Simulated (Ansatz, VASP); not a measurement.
SbMo in VASP and in Ansatz

```
Mo Sb
1.0
     0.00000    3.00542    3.00542
     3.00542    0.00000    3.00542
     3.00542    3.00542    0.00000
Mo Sb
1 1
Direct
  0.00000 0.00000 0.00000
  0.25000 0.25000 0.25000
```

Alike in both runs: task single point; functional PBE; k mesh 10 × 10 × 10; occupations gaussian, width 0.05 eV; no spin polarisation.

|  | VASP | Ansatz |
| --- | --- | --- |
| version | VASP 6.6.1 | Ansatz 0.2.0 |
| potentials or method | VASP PAW PBE potentials, release 64 (Mo_sv, Sb), cutoff 520 eV | scalar-relativistic, plane waves, PAW |
| valence electrons in the cell | 19 | 29 |

```tsv
	VASP	Ansatz	Ansatz less VASP
gap on the k mesh at the Fermi level (eV)	none	none	-
pressure (GPa)	5.0	5.0	+0.05
```

A gap of «none» marks a metal or a gap that the smearing closes. With one functional, cell and mesh, what is left measures potentials, basis and numerics. VASP's potentials hold 19 valence electrons a cell and Ansatz's 29, so a difference there can come from the potentials and not from the codes.

Spin-orbit coupling is off throughout.
